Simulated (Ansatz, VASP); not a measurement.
## AgI: VASP beside Ansatz

The input INCAR:

```
PREC = Accurate
ENCUT = 500
EDIFF = 1E-6
ISMEAR = 0
SIGMA = 0.01
LREAL = F
LASPH = T
NELM = 120
ALGO = Normal
ISIF = 2
LWAVE = F
LCHARG = T
GGA = PE
LELF = T
LVHAR = T
NBANDS = 26
GGA_COMPAT = F
```

The input KPOINTS:

```
regular mesh
0
Gamma
  6 6 4
```

Contents of POSCAR:

```
AgI
1.0
    4.6508717532      0.0000000000      0.0000000000
   -2.3254358766      4.0277730880      0.0000000000
    0.0000000000      0.0000000000      7.5992966930
Ag I
2 2
Direct
    0.3333333333      0.6666666667      0.0000048562
    0.6666666667      0.3333333333      0.5000048562
    0.3333333333      0.6666666667      0.3749951438
    0.6666666667      0.3333333333      0.8749951438
```

Input for Ansatz:

```yaml
crystal:
  lattice:
    - [4.6508717532, 0.0, 0.0]
    - [-2.3254358766, 4.027773088, 0.0]
    - [0.0, 0.0, 7.599296693]
  atoms:
    - { symbol: Ag, position: [0.3333333333, 0.6666666667, 4.8562e-06] }
    - { symbol: Ag, position: [0.6666666667, 0.3333333333, 0.5000048562] }
    - { symbol: I, position: [0.3333333333, 0.6666666667, 0.3749951438] }
    - { symbol: I, position: [0.6666666667, 0.3333333333, 0.8749951438] }
kpoints:
  mp_grid: { grid: [6, 6, 4] }
  band_path:
    path:
      - [0.0, 0.0, 0.0]
      - [0.5, 0.0, 0.0]
      - [0.3333333333, 0.3333333333, 0.0]
      - [0.0, 0.0, 0.5]
      - [0.5, 0.0, 0.5]
      - [0.3333333333, 0.3333333333, 0.5]
    npoints: 1
hamiltonian:
  xc: pbe
scf:
  occupations: { method: fixed }
  n_extra_bands: 5
output:
  forces: true
  stress: true
  eigenvalues: true
```

Alike in both runs: task single point; functional PBE; k mesh 6 × 6 × 4; no spin polarisation.

```csv
,VASP,Ansatz
version,VASP 6.6.1,Ansatz 0.2.0
potentials or method,"VASP PAW PBE potentials, release 64 (Ag, I)","plane waves, PAW"
plane-wave cutoff (eV),500,420
occupations,"gaussian, width 0.01 eV",fixed
valence electrons in the cell,36,72
```

```csv
,VASP,Ansatz,Ansatz less VASP
gap on the k mesh at the Fermi level (eV),1.37,1.37,-0.002
pressure (GPa),0.6,0.6,+0.06
```

VASP's potentials hold 36 valence electrons a cell and Ansatz's 72, so a difference there can come from the potentials and not from the codes.

Spin-orbit coupling is off throughout.
